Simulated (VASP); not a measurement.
Hg:

```xyz
3
Lattice="5.4686 0.0000 0.0000 -2.7343 4.7359 0.0000 0.0000 0.0000 4.6176" Properties=species:S:1:pos:R:3 pbc="T T T"
Hg   -1.3671    2.3680    3.0784
Hg    2.7343    0.0000    0.0000
Hg    1.3671    2.3680    1.5392
```

```yaml
Program: VASP 6.6.1
Task: relaxation of cell and atoms
Functional: PBE
Potentials_or_basis: VASP PAW PBE potentials, release 64 (Hg)
Cutoff: 600 eV
k_mesh: 6 × 6 × 4
Occupations: gaussian, width 0.1 eV
Spin: no spin polarisation
```

At the start: pressure -0.2 GPa; volume 39.86 Å³/atom.

Problem. How do energy, volume and symmetry change on relaxing?

Solution. Over 27 steps the energy falls by 36.2 meV/atom and the volume is 35.47 Å³/atom (-11.0 %); space group P6_222 (No. 180, to 0.05 Å).

The path:
| step | energy change (eV) | largest force (eV/Å) | pressure (GPa) | volume (Å³) |
| --- | --- | --- | --- | --- |
| 1 | 0.0000 | 0.0000 | -0.16 | 119.59 |
| 2 | -0.0014 | 0.0000 | -0.17 | 118.90 |
| 3 | -0.0058 | 0.0000 | -0.19 | 116.85 |
| 4 | -0.0138 | 0.0000 | -0.04 | 112.78 |
| 5 | -0.0144 | 0.0000 | 0.58 | 104.76 |
| 6 | -0.0171 | 0.0000 | 0.30 | 108.36 |
| 7 | -0.0186 | 0.0000 | 0.33 | 108.10 |
| 8 | -0.0235 | 0.0000 | 0.35 | 107.29 |
| 9 | -0.0347 | 0.0000 | 0.43 | 105.57 |
| 10 | -0.0634 | 0.0000 | 0.61 | 101.71 |
| 11 | 0.0299 | 0.0000 | 2.10 | 92.27 |
| 12 | -0.0743 | 0.0000 | 0.74 | 100.10 |
| 13 | -0.0686 | 0.0000 | 1.41 | 96.38 |
| 14 | -0.0790 | 0.0000 | 0.92 | 98.51 |
| 15 | -0.0785 | 0.0000 | 1.03 | 98.00 |
| 16 | -0.0824 | 0.0000 | 1.04 | 98.26 |
| 17 | -0.0832 | 0.0000 | 1.03 | 98.93 |
| 18 | -0.0858 | 0.0000 | 1.06 | 98.60 |
| 19 | -0.0858 | 0.0000 | 1.06 | 98.71 |
| 20 | -0.0921 | 0.0000 | 0.85 | 99.78 |
| 21 | -0.1041 | 0.0000 | 0.38 | 103.03 |
| 22 | -0.1042 | 0.0000 | -0.27 | 109.74 |
| 23 | -0.1075 | 0.0000 | -0.01 | 106.58 |
| 24 | -0.1076 | 0.0000 | 0.03 | 106.24 |
| 25 | -0.1076 | 0.0000 | 0.00 | 106.39 |
| 26 | -0.1080 | 0.0000 | -0.02 | 106.40 |
| 27 | -0.1087 | 0.0000 | 0.00 | 106.42 |

Final structure:
```
CELL_PARAMETERS angstrom
5.96266 0.00000 0.00000
-2.98133 5.16382 0.00000
0.00000 0.00000 3.45624
ATOMIC_POSITIONS crystal
Hg 0.00000 0.50000 0.66667
Hg 0.50000 0.00000 0.00000
Hg 0.50000 0.50000 0.33333
```
